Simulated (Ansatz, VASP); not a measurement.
Ir: VASP beside Ansatz

```
Ir
1.0
     0.00000    1.92240    1.92240
     1.92240    0.00000    1.92240
     1.92240    1.92240    0.00000
Ir
1
Direct
  0.00000 0.00000 0.00000
```

Alike in both runs: functional r2SCAN; k mesh 18 × 18 × 18; occupations gaussian, width 0.1 eV; no spin polarisation.

Ansatz relaxed the structure, and its values are those at the end. VASP's run is a single point on that final structure, the one shown.

```csv
,VASP,Ansatz
version,VASP 6.6.1,Ansatz 0.2.0
potentials or method,"VASP PAW PBE potentials, release 64 (Ir), cutoff 550 eV","scalar-relativistic, plane waves, PAW"
valence electrons in the cell,9,17
```

```tsv
	VASP	Ansatz	Ansatz less VASP
gap on the k mesh at the Fermi level (eV)	none	none	-
pressure (GPa)	2.3	0.0	-2.34
```

VASP's potentials were made for PBE, not for r2SCAN. A gap of «none» marks a metal or a gap that the smearing closes. The functional is the same, so the differences come from potentials, cutoffs and numerics. VASP's potentials hold 9 valence electrons a cell and Ansatz's 17, so a difference there can come from the potentials and not from the codes.

Spin-orbit coupling is off throughout.
